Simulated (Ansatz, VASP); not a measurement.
## CoH3: VASP beside Ansatz

```
Co H
1.0
     0.00000    2.08235    2.08235
     2.08235    0.00000    2.08235
     2.08235    2.08235    0.00000
Co H
1 3
Direct
  0.00000 0.00000 0.00000
  0.25000 0.25000 0.25000
  0.75000 0.75000 0.75000
  0.50000 0.50000 0.50000
```

Change from the starting cell: species swapped into the Mn3Si type (Fm-3m, No. 225).

Alike in both runs: functional PBE; k mesh 12 × 12 × 12; occupations gaussian, width 0.02 eV; no spin polarisation.

Ansatz relaxed the structure, and its values are those at the end. VASP's run is a single point on that final structure, the one shown.

|  | VASP | Ansatz |
| --- | --- | --- |
| version | VASP 6.6.1 | Ansatz 0.2.0 |
| potentials or method | VASP PAW PBE potentials, release 64 (Co, H), cutoff 520 eV | scalar-relativistic, plane waves, PAW |
| valence electrons in the cell | 12 | 20 |

VASP gave:

```
gap on the k mesh at the Fermi level (eV) : none
pressure (GPa)                            : -0.3
```

Question: Which values does Ansatz return?

Answer: gap on the k mesh at the Fermi level (eV): none; pressure (GPa): 0.0.

A gap of «none» marks a metal or a gap that the smearing closes. VASP's potentials hold 12 valence electrons a cell and Ansatz's 20, so a difference there can come from the potentials and not from the codes.
